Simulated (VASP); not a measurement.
**CoSn: single point with PBEsol**

Crystal: CoSn.

```
CELL_PARAMETERS angstrom
5.21921 0.00000 0.00000
-2.60961 4.51997 0.00000
0.00000 0.00000 4.16735
ATOMIC_POSITIONS crystal
Co 0.00000 0.50000 0.00000
Co 0.50000 0.50000 0.00000
Co 0.50000 0.00000 0.00000
Sn 0.66667 0.33333 0.50000
Sn 0.33333 0.66667 0.50000
Sn 0.00000 0.00000 0.00000
```

| Quantity | Value |
| --- | --- |
| Program | VASP 6.6.1 |
| Task | single point |
| Functional | PBEsol |
| Potentials or basis | VASP PAW PBE potentials, release 64 (Co, Sn_d) |
| Cutoff | 600 eV |
| k mesh | 9 × 9 × 8 |
| Occupations | gaussian, width 0.1 eV |
| Spin | no spin polarisation |

```yaml
Pressure: 0.0 GPa
Band_gap_on_the_k_mesh: zero (an odd number of electrons rules out a gap without spin polarisation)
```

Levels at points of the mesh, in eV from the Fermi level:
| k point | band 32 | band 33 | band 34 | band 35 | band 36 | band 37 |
| --- | --- | --- | --- | --- | --- | --- |
| (0.00, 0.00, 0.00) | -0.43 | -0.40 | -0.40 | 0.54 | 0.70 | 1.44 |
| (0.00, 0.00, 0.50) | -0.50 | -0.49 | -0.49 | -0.38 | -0.38 | -0.17 |

Wall time 8.3 min on 1 thread of Oxide Virtual Turin-like Processor, on a shared host, peak memory 0.37 GiB.

Caveat: the PAW data sets were made with another functional, which shifts forces and pressure a little; spin-orbit coupling is left out, which moves the levels of the heavy elements; the run has no spin polarisation, though such a crystal can be magnetic. Spin polarisation is off, so any magnetic state and its effect on volume and gap are missing.
